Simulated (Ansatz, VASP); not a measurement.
## B4As3N: VASP beside Ansatz

Contents of INCAR:

```
SYSTEM = B4As3N
ALGO = Normal ; EDIFF = 1E-6
ENCUT = 600 ; GGA = PE
GGA_COMPAT = .FALSE. ; ISIF = 2
ISMEAR = -1 ; KPAR = 4
LASPH = .TRUE. ; LCHARG = .FALSE.
LORBIT = 11 ; LORBMOM = .TRUE.
LREAL = .FALSE. ; LSORBIT = .TRUE.
LWAVE = .FALSE. ; MAGMOM = 0 0 0 0 0 0 0 0 0 0 0 0 0 0 0 0 0 0 0 0 0 0 0 0
NBANDS = 50 ; NELM = 200
PREC = Accurate ; SIGMA = 0.02
```

File KPOINTS:

```
k-points
0
G
  8 6 6
  0 0 0
```

File POSCAR:

```
B4As3N
1.0
    3.2274687110      0.0000000000      0.0000000000
    0.0000000000      3.2006388490      4.5372384035
    0.0000000000     -3.2006388490      4.5372384035
N As B
1 3 4
Direct
    0.0000000000      0.0068514926      0.0068514926
    0.5000000000      0.0050050307      0.4929060888
    0.5000000000      0.4929060888      0.0050050307
    0.0000000000      0.5013048213      0.5013048213
    0.5000000000      0.8949106931      0.8949106931
    0.0000000000      0.8956064981      0.3261654933
    0.0000000000      0.3261654933      0.8956064981
    0.5000000000      0.3772498821      0.3772498821
```

Input for Ansatz:

```yaml
crystal:
  lattice:
    - [3.227468711, 0.0, 0.0]
    - [0.0, 3.200638849, 4.5372384035]
    - [0.0, -3.200638849, 4.5372384035]
  atoms:
    - { symbol: "N", position: [0.0, 0.0068514926, 0.0068514926] }
    - { symbol: As, position: [0.5, 0.0050050307, 0.4929060888] }
    - { symbol: As, position: [0.5, 0.4929060888, 0.0050050307] }
    - { symbol: As, position: [0.0, 0.5013048213, 0.5013048213] }
    - { symbol: B, position: [0.5, 0.8949106931, 0.8949106931] }
    - { symbol: B, position: [0.0, 0.8956064981, 0.3261654933] }
    - { symbol: B, position: [0.0, 0.3261654933, 0.8956064981] }
    - { symbol: B, position: [0.5, 0.3772498821, 0.3772498821] }
kpoints:
  mp_grid: { grid: [8, 6, 6] }
  band_path:
    path:
      - [0.0, 0.0, 0.0]
      - [0.0, 0.5, 0.5]
      - [0.0, 0.6255972002, 0.3744027998]
      - [0.0, 0.3744027998, -0.3744027998]
      - [0.5, 0.0, 0.0]
      - [0.5, 0.3744027998, -0.3744027998]
      - [0.5, 0.6255972002, 0.3744027998]
      - [0.5, 0.5, 0.5]
      - [0.0, 0.5, 0.0]
      - [0.0, 0.1123208399, -0.1123208399]
      - [0.05, 0.0, 0.0]
      - [0.0, 0.1, 0.0]
    npoints: 1
hamiltonian:
  xc: pbe
scf:
  occupations: { method: fermi_dirac, width: 0.02 }
  n_extra_bands: 12
magnetization:
  noncollinear: true
  spin_orbit: true
output:
  forces: true
  stress: true
  eigenvalues: true
```

Alike in both runs: task single point; functional PBE; k mesh 8 × 6 × 6; occupations fermi-dirac, width 0.02 eV; non-collinear spin, spin-orbit coupling.

|  | VASP | Ansatz |
| --- | --- | --- |
| version | VASP 6.6.1 | Ansatz 0.2.0 |
| potentials or method | VASP PAW PBE potentials, release 64 (N, As, B) | plane waves, PAW |
| plane-wave cutoff (eV) | 600 | 420 |
| valence electrons in the cell | 32 | 62 |

Ansatz gave:

```
pressure (GPa)                                                : 2.3
traceless stress, the component that is largest in VASP (GPa) : -0.13
rms of the force components (eV/Å)                            : 0.069
net moment per atom (μB)                                      : 0.00
```

Q: Which values does VASP return?

A: Pressure (GPa): 3.0; traceless stress, the component that is largest in VASP (GPa): -0.15; rms of the force components (eV/Å): 0.090; net moment per atom (μB): 0.00.

Atom by atom the forces differ by 0.022 eV/Å (rms over components). With one functional, cell and mesh, what is left measures potentials, basis and numerics. VASP's potentials hold 32 valence electrons a cell and Ansatz's 62, so a difference there can come from the potentials and not from the codes.
